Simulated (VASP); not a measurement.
A run of VASP 6.6.1 is set up as follows.

The input INCAR:

```
SYSTEM = Ge
  PREC = Accurate
  ENCUT = 520
  EDIFF = 1E-6
  ISMEAR = -1
  SIGMA = 0.05
  LREAL = .FALSE.
  LASPH = .TRUE.
  NELM = 60
  ALGO = Normal
  ISIF = 2
  LWAVE = .FALSE.
  LCHARG = .FALSE.
  GGA = PS
  NBANDS = 36
```

File KPOINTS:

```
regular mesh
0
G
  8 8 3
  0 0 0
```

Contents of POSCAR:

```
Ge
1.0
    4.0504045371      0.0000000000      0.0000000000
   -2.0252022685      3.5077532247      0.0000000000
    0.0000000000      0.0000000000     10.9933590000
Ge
4
Direct
    0.6666666667      0.3333333333      0.4148480000
    0.3333333333      0.6666666667      0.9148480000
    0.0000000000      0.0000000000      0.4774520000
    0.0000000000      0.0000000000      0.9774520000
```

Potentials or basis: VASP PAW PBE potentials, release 64 (Ge_d).

Run with:

```console
$ cat potpaw_PBE.64/Ge_d/POTCAR > POTCAR
$ mpirun -np 1 vasp_std > vasp.out
```

Problem. Estimate the band gap on the k mesh.

Solution. 0.66 eV, indirect (least direct gap 0.68 eV).

Problem. Estimate the largest force.

Solution. 0.171 eV/Å.

Problem. What does it give for the pressure?

Solution. -1.6 GPa.

Forces on the atoms (eV/Å):
```
Ge   0.000  0.000  0.171
Ge   0.000  0.000  0.171
Ge   0.000  0.000 -0.171
Ge   0.000  0.000 -0.171
```

Caveat: the PAW data sets were made with another functional, which shifts forces and pressure a little. A k mesh can miss the band edges.
